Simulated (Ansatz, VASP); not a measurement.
# One calculation of RbBr, two programs

POSCAR

```
RbBr
1.0
    4.1260773000      0.0000000000      0.0000000000
    0.0000000000      4.1260773000      0.0000000000
    0.0000000000      0.0000000000      4.1260773000
Rb Br
1 1
Direct
    0.0000000000      0.0000000000      0.0000000000
    0.5000000000      0.5000000000      0.5000000000
```

File INCAR.step1:

```
PREC = Accurate
ENCUT = 520
EDIFF = 1E-5
ISMEAR = -1
SIGMA = 0.05
LREAL = False
LASPH = True
NELM = 80
ALGO = Normal
ISIF = 2
LWAVE = True
LCHARG = False
NBANDS = 15
GGA = PE
```

File INCAR.step2:

```
PREC = Accurate
ENCUT = 520
EDIFF = 1E-6
ISMEAR = -1
SIGMA = 0.05
LREAL = False
LASPH = True
NELM = 80
ALGO = Normal
ISIF = 2
LWAVE = False
LCHARG = False
GGA = PE
LHFCALC = True
AEXX = 0.3
HFSCREEN = 0.2
PRECFOCK = Normal
NBANDS = 15
ISTART = 1
```

File KPOINTS:

```
regular mesh
0
Gamma
  4 4 4
```

input.yaml

```yaml
crystal:
  lattice:
    - [4.1260773, 0.0, 0.0]
    - [0.0, 4.1260773, 0.0]
    - [0.0, 0.0, 4.1260773]
  atoms:
    - { symbol: Rb, position: [0.0, 0.0, 0.0] }
    - { symbol: Br, position: [0.5, 0.5, 0.5] }
kpoints:
  mp_grid: { grid: [4, 4, 4] }
scf:
  occupations: { method: fermi_dirac, width: 0.05 }
hamiltonian:
  xc: { preset: hse06, exx: { coeff: 0.3, omega: 0.2 } }
  pseudopotentials: { kind: all_electron, datasets: crystal }
output:
  forces: true
  stress: true
```

Alike in both runs: task single point; functional PBE-based screened hybrid; k mesh 4 × 4 × 4; occupations fermi-dirac, width 0.05 eV; no spin polarisation.

|  | VASP | Ansatz |
| --- | --- | --- |
| version | VASP 6.6.1 | Ansatz 0.2.0 |
| potentials or method | VASP PAW PBE potentials, release 64 (Rb_sv, Br), cutoff 520 eV | all-electron PAW datasets made for the crystal |

|  | VASP | Ansatz | Ansatz less VASP |
| --- | --- | --- | --- |
| gap on the k mesh at the Fermi level (eV) | 5.53 | 5.53 | 0.000 |
| least direct gap on the mesh (eV) | 5.70 | 5.70 | -0.001 |
| pressure (GPa) | 0.4 | 0.4 | 0.00 |

VASP's potentials were made for PBE, not for PBE-based screened hybrid. Ansatz ran all-electron here, and VASP with PAW potentials.
